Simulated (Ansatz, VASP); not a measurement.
**AlN in VASP and in Ansatz**

```
Al N
1.0
     6.26041    0.00000    0.00000
    -3.13021    5.42168    0.00000
     0.00000    0.00000    5.01806
Al N
8 8
Direct
  0.33355 0.16647 0.50002
  0.33355 0.66647 0.50002
  0.83355 0.16647 0.50002
  0.83355 0.66647 0.50002
  0.16647 0.33355 0.00002
  0.16647 0.83355 0.00002
  0.66647 0.33355 0.00002
  0.66647 0.83355 0.00002
  0.33196 0.16802 0.87998
  0.16802 0.33196 0.37998
  0.33196 0.66802 0.87998
  0.16802 0.83196 0.37998
  0.83196 0.16802 0.87998
  0.66802 0.33196 0.37998
  0.83196 0.66802 0.87998
  0.66802 0.83196 0.37998
```

Alike in both runs: task single point; functional PBE; k mesh 1 × 1 × 2; occupations fermi-dirac, width 0.01 eV; no spin polarisation.

|  | VASP | Ansatz |
| --- | --- | --- |
| version | VASP 6.6.1 | Ansatz 0.2.0 |
| potentials or method | VASP PAW PBE potentials, release 64 (Al, N), cutoff 600 eV | plane-wave PAW DFT |
| valence electrons in the cell | 64 | 64 |

|  | VASP | Ansatz | Ansatz less VASP |
| --- | --- | --- | --- |
| gap on the k mesh at the Fermi level (eV) | 4.00 | 3.99 | -0.009 |
| rms of the force components (eV/Å) | 0.267 | 0.266 | -0.0010 |

The k mesh is coarse, so the values compare programs but aren't converged.
